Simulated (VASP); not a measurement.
# BN (P6_3mc) in VASP: settings compared

The runs below take BN through relaxation of cell and atoms, with LDA, r2SCAN.

Everything below comes from runs of VASP 6.6.1. Logs are shortened: lines on timing, memory, paths and dates and some standing lists are left out, and cuts for length are marked.

### Step 1. The cell of the first run

Symmetry: P6_3mc, No. 186, hexagonal system. The conventional cell has a = 2.558 Å, b = 2.558 Å, c = 8.409 Å, α = 90.00°, β = 90.00°, γ = 120.00°. Within 2.1 Å of B (site symmetry 3m) lie 4 N at 1.57 Å. Within 2.1 Å of B (site symmetry 3m) lie 4 N at 1.57 to 1.58 Å. N (site symmetry 3m) has 4 B at 1.57 Å within 2.1 Å. Within 2.1 Å of N (site symmetry 3m) lie 4 B at 1.57 to 1.58 Å.

### Step 2. Relaxation of cell and atoms, LDA

INCAR reads:

```
SYSTEM = BN
  ALGO = Normal
  EDIFF = 1E-7
  EDIFFG = -0.005
  ENCUT = 600
  IBRION = 2
  ISIF = 3
  ISMEAR = -1
  LASPH = .TRUE.
  LCHARG = .FALSE.
  LREAL = .FALSE.
  LWAVE = .FALSE.
  NELM = 60
  NSW = 80
  PREC = Accurate
  SIGMA = 0.02
```

KPOINTS reads:

```
k-points
0
G
  12 12 4
  0 0 0
```

POSCAR reads:

```
BN
1.0
    2.5584475423      0.0000000000      0.0000000000
   -1.2792237712      2.2156805659      0.0000000000
    0.0000000000      0.0000000000      8.4089442464
B N
4 4
Direct
    0.0000000000      0.0000000000      0.0003724740
    0.3333333333      0.6666666667      0.2497003555
    0.0000000000      0.0000000000      0.5003724740
    0.6666666667      0.3333333333      0.7497003555
    0.0000000000      0.0000000000      0.1870105289
    0.3333333333      0.6666666667      0.4379166416
    0.0000000000      0.0000000000      0.6870105289
    0.6666666667      0.3333333333      0.9379166416
```

Potentials or basis: VASP PAW LDA potentials, release 64 (B, N).

On the command line:

```bash
cat potpaw_LDA.64/B/POTCAR potpaw_LDA.64/N/POTCAR > POTCAR
mpirun -np 1 vasp_std > vasp.out
```

OUTCAR:

```text
SYSTEM = BN
   EDIFF = 1E-7
   EDIFFG = -0.005
   ENCUT = 600
   IBRION = 2
   ISIF = 3
   ISMEAR = -1
   LASPH = .TRUE.
   LREAL = .FALSE.
   NELM = 60
   NSW = 80
   PREC = Accurate

 ion  position               nearest neighbor table
   1  0.000  0.000  0.000-   8 1.57   8 1.57   8 1.57   5 1.57
   2  0.333  0.667  0.250-   5 1.57   5 1.57   5 1.57   6 1.58
   3  0.000  0.000  0.500-   6 1.57   6 1.57   6 1.57   7 1.57
   4  0.667  0.333  0.750-   7 1.57   7 1.57   7 1.57   8 1.58
   5  0.000  0.000  0.187-   2 1.57   2 1.57   2 1.57   1 1.57
   6  0.333  0.667  0.438-   3 1.57   3 1.57   3 1.57   2 1.58
   7  0.000  0.000  0.687-   4 1.57   4 1.57   4 1.57   3 1.57
   8  0.667  0.333  0.938-   1 1.57   1 1.57   1 1.57   4 1.58

  LATTYP: Found a hexagonal cell.
 ALAT       =     2.5584475423
 C/A-ratio  =     3.2867370182

  Lattice vectors:

 A1 = (   2.5584475423,   0.0000000000,   0.0000000000)
 A2 = (  -1.2792237712,   2.2156805659,   0.0000000000)
 A3 = (   0.0000000000,   0.0000000000,   8.4089442464)

Analysis of symmetry for initial positions (statically):
=====================================================================
 Subroutine PRICEL returns:
 Original cell was already a primitive cell.

 Routine SETGRP: Setting up the symmetry group for a
 hexagonal supercell.

 Subroutine GETGRP returns: Found 12 space group operations
 (whereof  6 operations were pure point group operations)
 out of a pool of 24 trial point group operations.

The static configuration has the point symmetry C_3v.
 The point group associated with its full space group is C_6v.

Analysis of symmetry for dynamics (positions and initial velocities):
=====================================================================
 Subroutine PRICEL returns:
 Original cell was already a primitive cell.

 Routine SETGRP: Setting up the symmetry group for a
 hexagonal supercell.

 Subroutine GETGRP returns: Found 12 space group operations
 (whereof  6 operations were pure point group operations)
 out of a pool of 24 trial point group operations.

The dynamic configuration has the point symmetry C_3v.
 The point group associated with its full space group is C_6v.

 Subroutine INISYM returns: Found 12 space group operations
 (whereof  6 operations are pure point group operations),
 and found     1 'primitive' translations

----------------------------------------------------------------------------------------

                                     Primitive cell

  volume of cell :      47.6678

  direct lattice vectors                    reciprocal lattice vectors
     2.558447542  0.000000000  0.000000000     0.390862030  0.225664298  0.000000000
    -1.279223771  2.215680566  0.000000000     0.000000000  0.451328596  0.000000000
     0.000000000  0.000000000  8.408944246     0.000000000  0.000000000  0.118920993

  length of vectors
     2.558447542  2.558447542  8.408944246     0.451328596  0.451328596  0.118920993

  position of ions in fractional coordinates (direct lattice)
     0.000000000  0.000000000  0.000372474
     0.333333333  0.666666667  0.249700356
     0.000000000  0.000000000  0.500372474
     0.666666667  0.333333333  0.749700356
     0.000000000  0.000000000  0.187010529
     0.333333333  0.666666667  0.437916642
     0.000000000  0.000000000  0.687010529
     0.666666667  0.333333333  0.937916642

  ion indices of the primitive-cell ions
   primitive index   ion index
                 1           1
                 2           2
                 3           3
                 4           4
                 5           5
                 6           6
                 7           7
                 8           8

----------------------------------------------------------------------------------------

 KPOINTS: k-points

Automatic generation of k-mesh.
 Grid dimensions read from file:
 generate k-points for:   12   12    4

 Generating k-lattice:

  Cartesian coordinates                     Fractional coordinates (reciprocal lattice)
     0.032571836  0.018805358  0.000000000     0.083333333 -0.000000000  0.000000000
     0.000000000  0.037610716  0.000000000     0.000000000  0.083333333  0.000000000
     0.000000000  0.000000000  0.029730248     0.000000000  0.000000000  0.250000000

  Length of vectors
     0.037610716  0.037610716  0.029730248

  Shift w.r.t. Gamma in fractional coordinates (k-lattice)
     0.000000000  0.000000000  0.000000000

 Subroutine IBZKPT returns following result:
 ===========================================

 Found     57 irreducible k-points:

 Following reciprocal coordinates:
            Coordinates               Weight
  0.000000  0.000000  0.000000      1.000000
  0.083333  0.000000  0.000000      6.000000
  0.166667  0.000000  0.000000      6.000000
  0.250000 -0.000000  0.000000      6.000000
  0.333333 -0.000000  0.000000      6.000000
  0.416667  0.000000  0.000000      6.000000
[... 16 lines left out ...]
  0.250000 -0.000000  0.250000     12.000000
  0.333333 -0.000000  0.250000     12.000000
 [... further k-points ...]
   k-points           NKPTS =     57   k-points in BZ     NKDIM =     57   number of bands    NBANDS=     21
   number of dos      NEDOS =    301   number of ions     NIONS =      8
   total plane-waves  NPLWV =  28000
   dimension x,y,z NGX =    20 NGY =   20 NGZ =   70
   dimension x,y,z NGXF=    40 NGYF=   40 NGZF=  140
   ions per type =               4   4
   NGX,Y,Z   is equivalent  to a cutoff of  13.00, 13.00, 13.84 a.u.
   NGXF,Y,Z  is equivalent  to a cutoff of  25.99, 25.99, 27.68 a.u.
 SYSTEM =  BN
   PREC   = accura    normal or accurate (medium, high low for compatibility)
   ISTART =      0    job   : 0-new  1-cont  2-samecut
   ICHARG =      2    charge: 1-file 2-atom 10-const
   ISPIN  =      1    spin polarized calculation?
   LNONCOLLINEAR =      F non collinear calculations
   LSORBIT =      F    spin-orbit coupling
   LASPH  =      T    aspherical Exc in radial PAW
   ENCUT  =  600.0 eV  44.10 Ry    6.64 a.u.   5.11  5.11 16.79*2*pi/ulx,y,z
   NELM   =     60;   NELMIN=  2; NELMDL= -5     # of ELM steps
   EDIFF  = 0.1E-06   stopping-criterion for ELM
   LREAL  =      F    real-space projection
   EDIFFG = -.5E-02   stopping-criterion for IOM
   NSW    =     80    number of steps for IOM
   IBRION =      2    ionic relax: 0-MD 1-quasi-New 2-CG
   NFREE  =      1    steps in history (QN), initial steepest desc. (CG)
   ISIF   =      3    stress and relaxation
   ISYM   =      2    0-nonsym 1-usesym 2-fastsym
   POTIM  = 0.5000    time-step for ionic-motion
   TEBEG  =    0.0;   TEEND  =   0.0 temperature during run
   PSTRESS=    0.0 pullay stress
   NELECT =      32.0000    total number of electrons
   NUPDOWN=      -1.0000    fix difference up-down
   EMIN   =  10.00;   EMAX   =-10.00  energy-range for DOS
   EFERMI =   0.00;   METHOD = LEGACY
   ISMEAR =    -1;   SIGMA  =   0.02  broadening in eV -4-tet -1-fermi 0-gaus
   EFERMI_NEDOS =   21; number of points for ismear=-14 and -15
   IALGO  =     38    algorithm
   IMIX   =      4    mixing-type and parameters
     AMIX     =   0.40;   BMIX     =  1.00
     AMIX_MAG =   1.60;   BMIX_MAG =  1.00
  volume/ion in A,a.u.               =       5.96        40.21
  Fermi-wavevector in a.u.,A,eV,Ry     =   1.433452  2.708831 27.957037  2.054784
  Thomas-Fermi vector in A             =   2.552968
   LORBIT       =      0    0 simple, 1 ext, 2 COOP (PROOUT), +10 PAW based schemes
   GGA     = CA    functional components
   LHFCALC =     F    Hartree Fock is set to
   AEXX    =    0.0000 exact exchange contribution
   IVDW    =     0    specifies the selected vdW correction
   LEPSILON=     F    determine dielectric tensor
   LRPA    =     F    only Hartree local field effects (RPA)
 conjugate gradient relaxation of ions
 non-spin polarized calculation
  energy-cutoff  :      600.00
  volume of cell :       47.67
 maximum number of plane-waves:      1614
   NGX = 11   NGY = 11   NGZ = 33

--------------------------------------- Ionic step        1  -------------------------------------------

 number of electron      31.9999999 magnetization

 Free energy of the ion-electron system (eV)
  ---------------------------------------------------
  ext. energy  EPLUGINS =         0.00000000
  ---------------------------------------------------
  free energy    TOTEN  =       -77.54328189 eV

  energy without entropy =      -77.54328189  energy(sigma->0) =      -77.54328189

------------------------ aborting loop because EDIFF is reached ----------------------------------------

  FORCE on cell =-STRESS in cart. coord.  units (eV):
  Direction    XX          YY          ZZ          XY          YZ          ZX
  --------------------------------------------------------------------------------------
  -------------------------------------------------------------------------------------
  Total       -3.9159523     -3.9159523     -3.8790612      0.0000000      0.0000000      0.0000000
  in kB     -131.6202880   -131.6202880   -130.3803288      0.0000000      0.0000000      0.0000000
  external PRESSURE =    -131.2069683 kB  Pullay stress =       0.0000000 kB
[... 195 lines left out ...]
  energy  without entropy=      -77.6118273016  energy(sigma->0) =      -77.61182730

--------------------------------------- Ionic step        6  -------------------------------------------

 number of electron      31.9999998 magnetization

 Free energy of the ion-electron system (eV)
  ---------------------------------------------------
  ext. energy  EPLUGINS =         0.00000000
  ---------------------------------------------------
  free energy    TOTEN  =       -77.61185906 eV

  energy without entropy =      -77.61185906  energy(sigma->0) =      -77.61185906

 E-fermi :   8.2415     XC(G=0): -13.2261

 val. band max:        7.7959912245   @ k =   0.0000   0.0000   0.0000
 cond. band min:      13.2548237481   @ k =   0.5000  -0.0000   0.0000
 fundamental gap:      5.4588325236
 Fermi energy:         8.2414803643

 k-point     1 :       0.0000    0.0000    0.0000
  band No.  band energies     occupation
      1     -12.6614      2.00000
      2     -11.1911      2.00000
      3     -11.1182      2.00000
      4      -8.2879      2.00000
      5      -3.2793      2.00000
      6       2.0837      2.00000
[... 550 lines left out ...]
      5      -1.1439      2.00000
      6      -0.6831      2.00000
[... 13 lines left out ...]
     20      17.4162      0.00000
     21      18.1520      0.00000

 [... further k-points ...]

------------------------ aborting loop because EDIFF is reached ----------------------------------------

  FORCE on cell =-STRESS in cart. coord.  units (eV):
  Direction    XX          YY          ZZ          XY          YZ          ZX
  --------------------------------------------------------------------------------------
  -------------------------------------------------------------------------------------
  Total       -0.0024266     -0.0024266      0.0133062      0.0000000      0.0000000      0.0000000
  in kB       -0.0844500     -0.0844500      0.4630858      0.0000000      0.0000000      0.0000000
  external PRESSURE =       0.0980620 kB  Pullay stress =       0.0000000 kB
[... 23 lines left out ...]
  FREE ENERGIE OF THE ION-ELECTRON SYSTEM (eV)
  ---------------------------------------------------
  free  energy   TOTEN  =       -77.6118590627 eV

  energy  without entropy=      -77.6118590627  energy(sigma->0) =      -77.61185906

 reached required accuracy - stopping structural energy minimisation
```

Run time: 1.7 min. Hardware: 1 thread of AMD EPYC 9R45 (Zen 5), shared host; peak memory 0.15 GiB.

Results:

```yaml
Free_energy: -77.6119 eV
Relaxed_volume: 5.75 Å³/atom
Relaxed_cell: a = 2.529 Å, b = 2.529 Å, c = 8.313 Å, α = 90.00°, β = 90.00°, γ = 120.00°
Space_group_after_relaxing_to_0.1_Å: P6_3mc (No. 186)
Energy_gained_by_relaxing: 8.6 meV/atom
Ionic_steps: 6
Pressure_after_relaxing: 0.0 GPa
Band_gap_on_the_k_mesh: 5.46 eV (least direct gap 7.55 eV)
```

The path:
```csv
step,energy change (eV),largest force (eV/Å),pressure (GPa),volume (Å³)
1,0.0000,0.0148,-13.12,47.67
2,0.0108,0.0550,15.77,44.38
3,-0.0686,0.0165,-0.11,46.05
4,-0.0685,0.0172,0.18,46.02
5,-0.0685,0.0196,-0.17,46.06
6,-0.0686,0.0015,0.01,46.04
```

Final structure:
```xyz
8
Lattice="2.5288 0.0000 0.0000 -1.2644 2.1900 0.0000 0.0000 0.0000 8.3129" Properties=species:S:1:pos:R:3 pbc="T T T"
B    -1.2644    2.1900    0.0035
B     0.0000    1.4600    2.0757
B     0.0000    0.0000    4.1600
B     1.2644    0.7300    6.2322
N     2.5288    0.0000    1.5542
N     0.0000    1.4600    3.6403
N     2.5288    0.0000    5.7106
N     1.2644    0.7300    7.7968
```

### Step 3. Relaxation of cell and atoms, r2SCAN

POSCAR is that of step 2.

INCAR.step1 reads:

```
SYSTEM = BN
ALGO     = Normal         ! electronic algorithm
EDIFF    = 1E-4           ! SCF threshold, eV
ENCUT    = 600            ! plane-wave cutoff, eV
GGA      = PE             ! functional
ISMEAR   = -1             ! smearing method
LASPH    = .True.         ! aspherical terms in the spheres
LCHARG   = .False.        ! write CHGCAR
LREAL    = .False.        ! projectors in reciprocal space
LWAVE    = .True.         ! write WAVECAR
NELM     = 60             ! most SCF steps
PREC     = Accurate       ! precision mode
SIGMA    = 0.02           ! smearing width, eV
```

INCAR.step2 reads:

```
SYSTEM = BN
ALGO     = Normal         ! electronic algorithm
EDIFF    = 1E-7           ! SCF threshold, eV
EDIFFG   = -0.005         ! ionic threshold
ENCUT    = 600            ! plane-wave cutoff, eV
IBRION   = 2              ! ionic algorithm
ISIF     = 3              ! what is computed and relaxed
ISMEAR   = -1             ! smearing method
ISTART   = 1            
LASPH    = .True.         ! aspherical terms in the spheres
LCHARG   = .False.        ! write CHGCAR
LMIXTAU  = .True.       
LREAL    = .False.        ! projectors in reciprocal space
LWAVE    = .False.        ! write WAVECAR
METAGGA  = R2SCAN         ! meta-GGA
NELM     = 60             ! most SCF steps
NSW      = 80             ! ionic steps
PREC     = Accurate       ! precision mode
SIGMA    = 0.02           ! smearing width, eV
```

KPOINTS reads:

```
k-points
0
Gamma
  12 12 4
  0 0 0
```

Potentials or basis: VASP PAW PBE potentials, release 64 (B, N).

On the command line:

```bash
cat potpaw_PBE.64/B/POTCAR potpaw_PBE.64/N/POTCAR > POTCAR
cp INCAR.step1 INCAR
mpirun -np 1 vasp_std > vasp.out
cp INCAR.step2 INCAR
mpirun -np 1 vasp_std > vasp.out
```

It took 12 min on 1 thread of AMD EPYC 9R45 (Zen 5), shared host; peak memory 0.18 GiB.

It converged, with:

* Free energy: -76.6340 eV
* Relaxed volume: 5.90 Å³/atom
* Relaxed cell: a = 2.551 Å, b = 2.551 Å, c = 8.384 Å, α = 90.00°, β = 90.00°, γ = 120.00°
* Space group after relaxing (to 0.1 Å): P6_3mc (No. 186)
* Energy gained by relaxing: 0.6 meV/atom
* Ionic steps: 6
* Pressure after relaxing: -0.1 GPa
* Band gap on the k mesh: 6.05 eV (least direct gap 8.16 eV)

Step by step:
```
step  energy change (eV)  largest force (eV/Å)  pressure (GPa)  volume (Å³)
   1              0.0000                0.0103           -3.54        47.67
   2              0.0008                0.0231            3.94        46.77
   3             -0.0049                0.0054            0.00        47.23
   4             -0.0049                0.0051           -0.07        47.24
   5             -0.0049                0.0062           -0.07        47.24
   6             -0.0049                0.0006           -0.07        47.24
```

Final structure:
```yaml
crystal:
  lattice:
    - [2.55071, 0.00000, 0.00000]
    - [-1.27535, 2.20898, 0.00000]
    - [0.00000, 0.00000, 8.38406]
  atoms:
    - { symbol: B, position: [0.00000, 0.00000, 0.00039] }
    - { symbol: B, position: [0.33333, 0.66667, 0.24969] }
    - { symbol: B, position: [0.00000, 0.00000, 0.50039] }
    - { symbol: B, position: [0.66667, 0.33333, 0.74969] }
    - { symbol: N, position: [0.00000, 0.00000, 0.18699] }
    - { symbol: N, position: [0.33333, 0.66667, 0.43793] }
    - { symbol: N, position: [0.00000, 0.00000, 0.68699] }
    - { symbol: N, position: [0.66667, 0.33333, 0.93793] }
```

Levels at points of the mesh, in eV from the valence-band top:
```
           k point  band 14  band 15  band 16  band 17  band 18  band 19
(0.00, 0.00, 0.00)    -0.13     0.00     0.00     9.30     9.30     9.45
(0.50, 0.00, 0.00)    -3.64    -2.70    -2.10     6.05     6.44     8.68
(0.00, 0.00, 0.50)    -0.39    -0.39    -0.39     9.79     9.79     9.79
(0.50, 0.00, 0.50)    -3.60    -2.69    -2.69     6.57     6.57     9.01
```

Caveat: the PAW data sets were made with another functional, which shifts forces and pressure a little. A k mesh can miss the band edges.
